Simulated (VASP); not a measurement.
Input of a VASP 6.6.1 run:

File INCAR:

```
ALGO = Normal
EDIFF = 1E-6
ENCUT = 520
GGA = PS
ISIF = 2
ISMEAR = 0
LASPH = True
LCHARG = True
LELF = True
LREAL = False
LVHAR = True
LWAVE = False
NBANDS = 60
NELM = 80
PREC = Accurate
SIGMA = 0.05
```

The input KPOINTS:

```
k-points
0
Gamma
  6 6 6
```

Contents of POSCAR:

```
ZnSe2
1.0
    5.8866498878      0.0000000000      0.0000000000
    0.0000000000      5.8866498878      0.0000000000
    0.0000000000      0.0000000000      5.8866498878
Zn Se
4 8
Direct
    0.5000000000      0.5000000000      0.0000000000
    0.5000000000      0.0000000000      0.5000000000
    0.0000000000      0.5000000000      0.5000000000
    0.0000000000      0.0000000000      0.0000000000
    0.1099579274      0.8900420726      0.3900420726
    0.8900420726      0.3900420726      0.1099579274
    0.3900420726      0.1099579274      0.8900420726
    0.6099579274      0.6099579274      0.6099579274
    0.8900420726      0.1099579274      0.6099579274
    0.1099579274      0.6099579274      0.8900420726
    0.6099579274      0.8900420726      0.1099579274
    0.3900420726      0.3900420726      0.3900420726
```

Potentials or basis: VASP PAW PBE potentials, release 64 (Zn, Se).

Launch:

```sh
$ cat potpaw_PBE.64/Zn/POTCAR potpaw_PBE.64/Se/POTCAR > POTCAR
$ mpirun -np 1 vasp_std > vasp.out
```

Q: Estimate the largest force.

A: 1.212 eV/Å.

Q: What does it give for the band gap on the k mesh?

A: 0.44 eV, direct.

Forces in eV/Å, atoms in the order of the input:
```
Zn   0.000  0.000  0.000
Zn   0.000  0.000  0.000
Zn   0.000  0.000  0.000
Zn   0.000  0.000  0.000
Se   0.700 -0.700 -0.700
Se  -0.700 -0.700  0.700
Se  -0.700  0.700 -0.700
Se   0.700  0.700  0.700
Se  -0.700  0.700  0.700
Se   0.700  0.700 -0.700
Se   0.700 -0.700  0.700
Se  -0.700 -0.700 -0.700
```

Caveat: the PAW data sets were made with another functional, which shifts forces and pressure a little. A k mesh can miss the band edges.
